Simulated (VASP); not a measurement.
# BN (P6_3/mmc) in VASP: further runs, part 2 of 2

VASP 6.6.1.

### Step 3. Relaxation of cell and atoms, LDA, target pressure 5 GPa, at which the enthalpy is minimised

This run uses another cell than the first one, of 8.71 Å³/atom.

The input, INCAR:

```
SYSTEM = BN
ALGO = Normal
EDIFF = 1E-7
EDIFFG = -0.001
ENCUT = 600
IBRION = 2
ISIF = 3
ISMEAR = 0
LASPH = .True.
LCHARG = .False.
LREAL = .False.
LWAVE = .False.
NELM = 80
NSW = 80
PREC = Accurate
PSTRESS = 50.0
SIGMA = 0.01
```

The input, KPOINTS:

```
k-points
0
Gamma
  12 12 4
  0 0 0
```

The input, POSCAR:

```
BN
1.0
    2.4889462255      0.0000000000      0.0000000000
   -1.2444731128      2.1554906600      0.0000000000
    0.0000000000      0.0000000000      6.4906393687
B N
2 2
Direct
    0.3333333333      0.6666666667      0.2500000000
    0.6666666667      0.3333333333      0.7500000000
    0.3333333333      0.6666666667      0.7500000000
    0.6666666667      0.3333333333      0.2500000000
```

Potentials or basis: VASP PAW LDA potentials, release 64 (B, N).

The run is started by

```console
> cat potpaw_LDA.64/B/POTCAR potpaw_LDA.64/N/POTCAR > POTCAR
> mpirun -np 1 vasp_std > vasp.out
```

OUTCAR:

```text
SYSTEM = BN
   EDIFF = 1E-7
   EDIFFG = -0.001
   ENCUT = 600
   IBRION = 2
   ISIF = 3
   ISMEAR = 0
   LASPH = .True.
   LREAL = .False.
   NELM = 80
   NSW = 80
   PREC = Accurate
   PSTRESS = 50.0

 ion  position               nearest neighbor table
   1  0.333  0.667  0.250-   4 1.44   4 1.44   4 1.44
   2  0.667  0.333  0.750-   3 1.44   3 1.44   3 1.44
   3  0.333  0.667  0.750-   2 1.44   2 1.44   2 1.44
   4  0.667  0.333  0.250-   1 1.44   1 1.44   1 1.44

  LATTYP: Found a hexagonal cell.
 ALAT       =     2.4889462255
 C/A-ratio  =     2.6077860993

  Lattice vectors:

 A1 = (   2.4889462255,   0.0000000000,   0.0000000000)
 A2 = (  -1.2444731128,   2.1554906600,   0.0000000000)
 A3 = (   0.0000000000,   0.0000000000,   6.4906393687)

Analysis of symmetry for initial positions (statically):
=====================================================================
 Subroutine PRICEL returns:
 Original cell was already a primitive cell.

 Routine SETGRP: Setting up the symmetry group for a
 hexagonal supercell.

 Subroutine GETGRP returns: Found 24 space group operations
 (whereof 12 operations were pure point group operations)
 out of a pool of 24 trial point group operations.

The static configuration has the point symmetry D_3d.
 The point group associated with its full space group is D_6h.

Analysis of symmetry for dynamics (positions and initial velocities):
=====================================================================
 Subroutine PRICEL returns:
 Original cell was already a primitive cell.

 Routine SETGRP: Setting up the symmetry group for a
 hexagonal supercell.

 Subroutine GETGRP returns: Found 24 space group operations
 (whereof 12 operations were pure point group operations)
 out of a pool of 24 trial point group operations.

The dynamic configuration has the point symmetry D_3d.
 The point group associated with its full space group is D_6h.

 Subroutine INISYM returns: Found 24 space group operations
[... 147 lines left out ...]
  ext. energy  EPLUGINS =         0.00000000
  ---------------------------------------------------
  free energy    TOTEN  =       -38.58523833 eV

  energy without entropy =      -38.58523833  energy(sigma->0) =      -38.58523833

------------------------ aborting loop because EDIFF is reached ----------------------------------------

  FORCE on cell =-STRESS in cart. coord.  units (eV):
  Direction    XX          YY          ZZ          XY          YZ          ZX
  --------------------------------------------------------------------------------------
  -------------------------------------------------------------------------------------
  Total        0.1226083      0.1226083     -0.0511190     -0.0000000      0.0000000      0.0000000
  in kB        5.6413288      5.6413288     -2.3520328     -0.0000000      0.0000000      0.0000000
  external PRESSURE =     -47.0231250 kB  Pullay stress =      50.0000000 kB
[... 103 lines left out ...]
  energy  without entropy=      -38.5741399354  energy(sigma->0) =      -38.57413994

  enthalpy is  TOTEN    =       -37.5088229784 eV   P V=        1.0653169571

[... ionic steps 4 to 7 ...]

--------------------------------------- Ionic step        8  -------------------------------------------

 number of electron      15.9999999 magnetization

------------------------ aborting loop because EDIFF is reached ----------------------------------------
[... 75 lines left out ...]
--------------------------------------- Ionic step       10  -------------------------------------------

 number of electron      16.0000000 magnetization

 Free energy of the ion-electron system (eV)
  ---------------------------------------------------
  ext. energy  EPLUGINS =         0.00000000
  ---------------------------------------------------
  free energy    TOTEN  =       -38.54286390 eV

  energy without entropy =      -38.54286390  energy(sigma->0) =      -38.54286390

 E-fermi :   3.5139     XC(G=0): -11.3490

 val. band max:        3.4696529982   @ k =   0.3333   0.2500   0.0000
 cond. band min:       7.3892322351   @ k =   0.5000   0.0000   0.0000
 fundamental gap:      3.9195792370
 Fermi energy:         3.5139396962

 k-point     1 :       0.0000    0.0000    0.0000
  band No.  band energies     occupation
      1     -14.5923      2.00000
      2     -13.8491      2.00000
      3      -3.7543      2.00000
      4       0.0410      2.00000
      5       2.0457      2.00000
      6       2.0457      2.00000
      7       2.1624      2.00000
      8       2.1624      2.00000
      9       9.4425      0.00000
     10      14.9347      0.00000
     11      14.9347      0.00000
     12      15.0501      0.00000
[... 331 lines left out ...]
 k-point    24 :       0.3333    0.0000    0.2500
  band No.  band energies     occupation
      1     -12.4258      2.00000
      2     -12.0381      2.00000
      3      -3.5896      2.00000
      4      -3.4088      2.00000
      5      -0.4028      2.00000
      6      -0.2750      2.00000
      7      -0.1470      2.00000
      8       1.8003      2.00000
      9       9.9629      0.00000
     10      11.2481      0.00000
     11      13.0571      0.00000
     12      13.7682      0.00000

 [... further k-points ...]
[... 5 lines left out ...]
  --------------------------------------------------------------------------------------
  -------------------------------------------------------------------------------------
  Total        0.9751966      0.9751966      0.9733993     -0.0000000     -0.0000000      0.0000000
  in kB       49.9545419     49.9545419     49.8624710     -0.0000000     -0.0000000      0.0000000
  external PRESSURE =      -0.0761484 kB  Pullay stress =      50.0000000 kB
[... 23 lines left out ...]
  energy  without entropy=      -38.5428639010  energy(sigma->0) =      -38.54286390

  enthalpy is  TOTEN    =       -37.5667798405 eV   P V=        0.9760840606

 reached required accuracy - stopping structural energy minimisation
```

CONTCAR:

```text
BN
   1.00000000000000
     2.4812517551828139   -0.0000000000055573   -0.0000000000000000
    -1.2406258776460648    2.1488270532514786   -0.0000000000000000
     0.0000000000000000    0.0000000000000000    5.8661816158569868
  B               N
     2     2
Direct
     0.3333333332999970    0.6666666667000030    0.2500000000000000
     0.6666666667000030    0.3333333332999970    0.7500000000000000
     0.3333333332999970    0.6666666667000030    0.7500000000000000
     0.6666666667000030    0.3333333332999970    0.2500000000000000

  0.00000000E+00  0.00000000E+00  0.00000000E+00
  0.00000000E+00  0.00000000E+00  0.00000000E+00
  0.00000000E+00  0.00000000E+00  0.00000000E+00
  0.00000000E+00  0.00000000E+00  0.00000000E+00
```

Run time: 68 s. Hardware: 1 thread of Intel Xeon 6975P-C (Granite Rapids), shared host; peak memory 0.15 GiB.

Results:

```
Free energy                                                : -38.5429 eV
Relaxed volume                                             : 7.82 Å³/atom
Relaxed cell                                               : a = 2.481 Å, b = 2.481 Å, c = 5.866 Å, α = 90.00°, β = 90.00°, γ = 120.00°
Space group after relaxing (to 0.1 Å)                      : P6_3/mmc (No. 194)
Energy change on relaxing (the run minimises the enthalpy) : +10.6 meV/atom
Ionic steps                                                : 10
Pressure after relaxing                                    : 5.0 GPa
Band gap on the k mesh                                     : 3.92 eV (least direct gap 4.19 eV)
```

The path:
```tsv
step	energy change (eV)	largest force (eV/Å)	pressure (GPa)	volume (Å³)
1	0.0000	0.0000	0.30	34.82
2	0.0373	0.0000	9.94	33.55
3	0.0111	0.0000	5.29	34.14
4	0.0109	0.0000	5.28	33.51
5	0.0254	0.0000	5.56	32.00
6	0.1692	0.0000	8.35	28.96
7	0.0400	0.0000	5.85	31.37
8	0.0454	0.0000	5.95	31.19
9	0.0361	0.0000	1.51	31.61
10	0.0424	0.0000	4.99	31.28
```

Final structure:
```cif
data_structure
_symmetry_space_group_name_H-M 'P 1'
_symmetry_Int_Tables_number 1
_cell_length_a 2.4813
_cell_length_b 2.4813
_cell_length_c 5.8662
_cell_angle_alpha 90.000
_cell_angle_beta 90.000
_cell_angle_gamma 120.000
_cell_volume 31.28
loop_
_atom_site_label
_atom_site_type_symbol
_atom_site_fract_x
_atom_site_fract_y
_atom_site_fract_z
_atom_site_occupancy
B1 B 0.33333 0.66667 0.25000 1
B2 B 0.66667 0.33333 0.75000 1
N1 N 0.33333 0.66667 0.75000 1
N2 N 0.66667 0.33333 0.25000 1
```

Caveat: the cell is relaxed towards a set pressure, so the run minimises the enthalpy, not the energy. LDA usually gives volumes a few per cent too small.
